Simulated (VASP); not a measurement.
# RuRhC4N4 (P-43m) in VASP: a series of runs

Runs on RuRhC4N4. Level: PBE. Tasks: single point.

All numbers are computed with VASP 6.6.1; they aren't measurements. Logs are shortened: lines on timing, memory, paths and dates and some standing lists are left out, and cuts for length are marked.

## Step 1: The cell of the first run

The structure is cubic, space group P-43m (No. 215). Conventional cell: a = 5.858 Å, b = 5.858 Å, c = 5.858 Å, α = 90.00°, β = 90.00°, γ = 90.00°. Ru (site symmetry -43m) has 4 C at 1.90 Å within 2.5 Å. Rh (site symmetry -43m) has 4 N at 2.01 Å within 2.7 Å. C (site symmetry 3m) has 1 N at 1.17 Å within 1.6 Å. Within 1.6 Å of N (site symmetry 3m) lie 1 C at 1.17 Å.

## Step 2: Single point, PBE, collinear spin, ferromagnetic start

INCAR

```
SYSTEM = RuRhC4N4
PREC = Accurate ; ENCUT = 520
EDIFF = 1E-6 ; ISMEAR = 0
SIGMA = 0.1 ; LREAL = .FALSE.
LASPH = .TRUE. ; NELM = 150
ALGO = Normal ; ISIF = 2
LWAVE = .FALSE. ; LCHARG = .FALSE.
ISPIN = 2 ; MAGMOM = 1 1 0 0 0 0 0 0 0 0
LORBIT = 11 ; LMAXMIX = 4
GGA = PE ; NBANDS = 48
```

KPOINTS

```
regular mesh
0
G
  4 4 4
  0 0 0
```

POSCAR

```
RuRhC4N4
1.0
    5.8583731800      0.0000000000      0.0000000000
    0.0000000000      5.8583731800      0.0000000000
    0.0000000000      0.0000000000      5.8583731800
Ru Rh C N
1 1 4 4
Direct
    0.0000000000      0.0000000000      0.0000000000
    0.5000000000      0.5000000000      0.5000000000
    0.1868532600      0.1868532600      0.1868532600
    0.1868532600      0.8131467400      0.8131467400
    0.8131467400      0.1868532600      0.8131467400
    0.8131467400      0.8131467400      0.1868532600
    0.3021582700      0.3021582700      0.3021582700
    0.3021582700      0.6978417300      0.6978417300
    0.6978417300      0.3021582700      0.6978417300
    0.6978417300      0.6978417300      0.3021582700
```

Potentials or basis: VASP PAW PBE potentials, release 64 (Ru_pv, Rh_pv, C, N).

Started as:

```bash
$ cat potpaw_PBE.64/Ru_pv/POTCAR potpaw_PBE.64/Rh_pv/POTCAR potpaw_PBE.64/C/POTCAR potpaw_PBE.64/N/POTCAR > POTCAR
$ mpirun -np 1 vasp_std > vasp.out
```

OUTCAR:

```text
SYSTEM = RuRhC4N4
   PREC = Accurate
   ENCUT = 520
   EDIFF = 1E-6
   ISMEAR = 0
   LREAL = .FALSE.
   LASPH = .TRUE.
   NELM = 150
   ISIF = 2
   ISPIN = 2
   LORBIT = 11
   GGA = PE

 ion  position               nearest neighbor table
   1  0.000  0.000  0.000-   3 1.90   4 1.90   5 1.90   6 1.90
   2  0.500  0.500  0.500-   7 2.01   8 2.01   9 2.01  10 2.01
   3  0.187  0.187  0.187-   7 1.17   1 1.90
   4  0.187  0.813  0.813-   8 1.17   1 1.90
   5  0.813  0.187  0.813-   9 1.17   1 1.90
   6  0.813  0.813  0.187-  10 1.17   1 1.90
   7  0.302  0.302  0.302-   3 1.17   2 2.01
   8  0.302  0.698  0.698-   4 1.17   2 2.01
   9  0.698  0.302  0.698-   5 1.17   2 2.01
  10  0.698  0.698  0.302-   6 1.17   2 2.01

  LATTYP: Found a simple cubic cell.
 ALAT       =     5.8583731800

  Lattice vectors:

 A1 = (   5.8583731800,   0.0000000000,   0.0000000000)
 A2 = (   0.0000000000,   5.8583731800,   0.0000000000)
 A3 = (   0.0000000000,   0.0000000000,   5.8583731800)

Analysis of symmetry for initial positions (statically):
=====================================================================
 Subroutine PRICEL returns:
 Original cell was already a primitive cell.

 Routine SETGRP: Setting up the symmetry group for a
 simple cubic supercell.

 Subroutine GETGRP returns: Found 24 space group operations
 (whereof 24 operations were pure point group operations)
 out of a pool of 48 trial point group operations.

The static configuration has the point symmetry T_d .

Analysis of symmetry for dynamics (positions and initial velocities):
=====================================================================
 Subroutine PRICEL returns:
 Original cell was already a primitive cell.

 Routine SETGRP: Setting up the symmetry group for a
 simple cubic supercell.

 Subroutine GETGRP returns: Found 24 space group operations
 (whereof 24 operations were pure point group operations)
 out of a pool of 48 trial point group operations.

The dynamic configuration has the point symmetry T_d .

Analysis of structural, dynamic, and magnetic symmetry:
=====================================================================
 Subroutine PRICEL returns:
 Original cell was already a primitive cell.

 Routine SETGRP: Setting up the symmetry group for a
 simple cubic supercell.

 Subroutine GETGRP returns: Found 24 space group operations
 (whereof 24 operations were pure point group operations)
 out of a pool of 48 trial point group operations.

The overall configuration has the point symmetry T_d .

 Subroutine INISYM returns: Found 24 space group operations
 (whereof 24 operations are pure point group operations),
 and found     1 'primitive' translations

----------------------------------------------------------------------------------------

                                     Primitive cell

  volume of cell :     201.0625

  direct lattice vectors                    reciprocal lattice vectors
     5.858373180  0.000000000  0.000000000     0.170695852  0.000000000  0.000000000
     0.000000000  5.858373180  0.000000000     0.000000000  0.170695852  0.000000000
     0.000000000  0.000000000  5.858373180     0.000000000  0.000000000  0.170695852

  length of vectors
     5.858373180  5.858373180  5.858373180     0.170695852  0.170695852  0.170695852

  position of ions in fractional coordinates (direct lattice)
     0.000000000  0.000000000  0.000000000
     0.500000000  0.500000000  0.500000000
     0.186853260  0.186853260  0.186853260
     0.186853260  0.813146740  0.813146740
     0.813146740  0.186853260  0.813146740
     0.813146740  0.813146740  0.186853260
     0.302158270  0.302158270  0.302158270
     0.302158270  0.697841730  0.697841730
     0.697841730  0.302158270  0.697841730
     0.697841730  0.697841730  0.302158270

  ion indices of the primitive-cell ions
   primitive index   ion index
                 1           1
                 2           2
                 3           3
                 4           4
                 5           5
                 6           6
                 7           7
                 8           8
                 9           9
                10          10

[... 46 lines left out ...]
 SYSTEM =  RuRhC4N4
   PREC   = accura    normal or accurate (medium, high low for compatibility)
   ISTART =      0    job   : 0-new  1-cont  2-samecut
   ICHARG =      2    charge: 1-file 2-atom 10-const
   ISPIN  =      2    spin polarized calculation?
   LNONCOLLINEAR =      F non collinear calculations
   LSORBIT =      F    spin-orbit coupling
   LASPH  =      T    aspherical Exc in radial PAW
   ENCUT  =  520.0 eV  38.22 Ry    6.18 a.u.  10.89 10.89 10.89*2*pi/ulx,y,z
   NELM   =    150;   NELMIN=  2; NELMDL= -5     # of ELM steps
   EDIFF  = 0.1E-05   stopping-criterion for ELM
   LREAL  =      F    real-space projection
   EDIFFG = 0.1E-04   stopping-criterion for IOM
   NSW    =      0    number of steps for IOM
   IBRION =     -1    ionic relax: 0-MD 1-quasi-New 2-CG
   NFREE  =      0    steps in history (QN), initial steepest desc. (CG)
   ISIF   =      2    stress and relaxation
   ISYM   =      2    0-nonsym 1-usesym 2-fastsym
   POTIM  = 0.5000    time-step for ionic-motion
   TEBEG  =    0.0;   TEEND  =   0.0 temperature during run
   PSTRESS=    0.0 pullay stress
   NELECT =      65.0000    total number of electrons
   NUPDOWN=      -1.0000    fix difference up-down
   EMIN   =  10.00;   EMAX   =-10.00  energy-range for DOS
   EFERMI =   0.00;   METHOD = LEGACY
   ISMEAR =     0;   SIGMA  =   0.10  broadening in eV -4-tet -1-fermi 0-gaus
   EFERMI_NEDOS =   21; number of points for ismear=-14 and -15
   IALGO  =     38    algorithm
   IMIX   =      4    mixing-type and parameters
     AMIX     =   0.40;   BMIX     =  1.00
     AMIX_MAG =   1.60;   BMIX_MAG =  1.00
  volume/ion in A,a.u.               =      20.11       135.68
  Fermi-wavevector in a.u.,A,eV,Ry     =   1.123575  2.123250 17.176292  1.262422
  Thomas-Fermi vector in A             =   2.260242
   LORBIT       =     11    0 simple, 1 ext, 2 COOP (PROOUT), +10 PAW based schemes
   GGA     = PE    functional components
   LHFCALC =     F    Hartree Fock is set to
   AEXX    =    0.0000 exact exchange contribution
   IVDW    =     0    specifies the selected vdW correction
   LEPSILON=     F    determine dielectric tensor
   LRPA    =     F    only Hartree local field effects (RPA)
 spin polarized calculation
 Gauss-broadening in eV      SIGMA  =   0.10
  energy-cutoff  :      520.00
  volume of cell :      201.06
 maximum number of plane-waves:      5452
 NGX is ok and might be reduce to    48
   NGX = 21   NGY = 21   NGZ = 21

 number of electron      65.0000008 magnetization       1.0003996

 Free energy of the ion-electron system (eV)
  ---------------------------------------------------
  ext. energy  EPLUGINS =         0.00000000
  ---------------------------------------------------
  free energy    TOTEN  =       -79.34715110 eV

  energy without entropy =      -79.33723257  energy(sigma->0) =      -79.34219183

 E-fermi :   0.2598     XC(G=0):  -7.5537

 val. band max:        0.0623026102   @ k =   0.5000   0.2500   0.2500
 cond. band min:       0.2958243824   @ k =   0.5000   0.2500   0.2500
 fundamental gap:      0.2335217723
 Fermi energy:         0.2598132819

 spin component 1

 k-point     1 :       0.0000    0.0000    0.0000
  band No.  band energies     occupation
      1     -47.1744      1.00000
      2     -47.1744      1.00000
      3     -47.1744      1.00000
      4     -43.2363      1.00000
      5     -43.2363      1.00000
      6     -43.2363      1.00000
[... 459 lines left out ...]
     43       5.8680      0.00000
     44       5.8681      0.00000
 Fermi energy:         0.2598132819

 spin component 2

 k-point     1 :       0.0000    0.0000    0.0000
  band No.  band energies     occupation
      1     -46.0795      1.00000
      2     -46.0795      1.00000
      3     -46.0795      1.00000
      4     -43.4737      1.00000
      5     -43.4737      1.00000
      6     -43.4737      1.00000
[... 459 lines left out ...]
     43       5.8797      0.00000
     44       5.8797      0.00000
 [bands above 44 left out]

------------------------ aborting loop because EDIFF is reached ----------------------------------------

  FORCE on cell =-STRESS in cart. coord.  units (eV):
  Direction    XX          YY          ZZ          XY          YZ          ZX
  --------------------------------------------------------------------------------------
  -------------------------------------------------------------------------------------
  Total        4.4400571      4.4400571      4.4400571     -0.0000000      0.0000000     -0.0000000
  in kB       35.3808318     35.3808318     35.3808318     -0.0000000      0.0000000     -0.0000000
  external PRESSURE =      35.3808318 kB  Pullay stress =       0.0000000 kB

 VOLUME and BASIS-vectors are now :
 -----------------------------------------------------------------------------
  energy-cutoff  :      520.00
  volume of cell :      201.06
      direct lattice vectors                 reciprocal lattice vectors
     5.858373180  0.000000000  0.000000000     0.170695852  0.000000000  0.000000000
     0.000000000  5.858373180  0.000000000     0.000000000  0.170695852  0.000000000
     0.000000000  0.000000000  5.858373180     0.000000000  0.000000000  0.170695852

 POSITION                                       TOTAL-FORCE (eV/Angst)
 -----------------------------------------------------------------------------------
      0.00000      0.00000      0.00000         0.000000      0.000000      0.000000
      2.92919      2.92919      2.92919        -0.000000      0.000000      0.000000
      1.09466      1.09466      1.09466        -0.948009     -0.948009     -0.948009
      1.09466      4.76372      4.76372        -0.948009      0.948009      0.948009
      4.76372      1.09466      4.76372         0.948009     -0.948009      0.948009
      4.76372      4.76372      1.09466         0.948009      0.948009     -0.948009
      1.77016      1.77016      1.77016         1.418929      1.418929      1.418929
      1.77016      4.08822      4.08822         1.418929     -1.418929     -1.418929
      4.08822      1.77016      4.08822        -1.418929      1.418929     -1.418929
      4.08822      4.08822      1.77016        -1.418929     -1.418929      1.418929
 -----------------------------------------------------------------------------------
    total drift:                                0.000000      0.000000      0.000000

  FREE ENERGIE OF THE ION-ELECTRON SYSTEM (eV)
  ---------------------------------------------------
  free  energy   TOTEN  =       -79.3471510996 eV

  energy  without entropy=      -79.3372325684  energy(sigma->0) =      -79.34219183

 total charge

# of ion       s       p       d       tot
------------------------------------------
    1        0.468   6.405   6.113  12.986
    2        0.315   6.322   6.937  13.574
    3        0.952   1.674   0.000   2.626
    4        0.952   1.674   0.000   2.626
    5        0.952   1.674   0.000   2.626
    6        0.952   1.674   0.000   2.626
    7        1.301   2.570   0.000   3.872
    8        1.301   2.570   0.000   3.872
    9        1.301   2.570   0.000   3.872
   10        1.301   2.570   0.000   3.872
--------------------------------------------------
tot          9.798  29.704  13.050  52.552

 magnetization (x)

# of ion       s       p       d       tot
------------------------------------------
    1       -0.000  -0.066  -0.251  -0.318
    2        0.005   0.053   1.288   1.345
    3       -0.001   0.015   0.000   0.014
    4       -0.001   0.015   0.000   0.014
    5       -0.001   0.015   0.000   0.014
    6       -0.001   0.015   0.000   0.014
    7        0.011  -0.005   0.000   0.005
    8        0.011  -0.005   0.000   0.005
    9        0.011  -0.005   0.000   0.005
   10        0.011  -0.005   0.000   0.005
--------------------------------------------------
tot          0.043   0.025   1.036   1.104
```

Wall time 2.3 min (1 thread of Intel Xeon 6975P-C (Granite Rapids), shared host); peak memory 0.48 GiB.

What came out:

| Property | Result |
| --- | --- |
| Free energy | -79.3472 eV |
| Pressure | 3.5 GPa |
| Largest force | 2.458 eV/Å |
| Band gap on the k mesh | zero (filled and empty bands overlap) |
| Net moment | 1.00 μB per cell |
| Site moments | Ru -0.32; Rh +1.34; C +0.01; N +0.01 μB |
| Valence electrons inside the program's atomic spheres | Ru 12.99; Rh 13.57; C 2.63; N 3.87 |

Forces on the atoms (eV/Å):
```
Ru   0.000  0.000  0.000
Rh   0.000  0.000  0.000
C   -0.948 -0.948 -0.948
C   -0.948  0.948  0.948
C    0.948 -0.948  0.948
C    0.948  0.948 -0.948
N    1.419  1.419  1.419
N    1.419 -1.419 -1.419
N   -1.419  1.419 -1.419
N   -1.419 -1.419  1.419
```

Caveat: the cell stands under pressure; forces of over 1 eV/Å act on the atoms, so gaps and moduli don't describe the material at rest.

(Part 1 of 2 ends here.)

The gap in the log of VASP goes by the Fermi energy; the results here count the filled bands.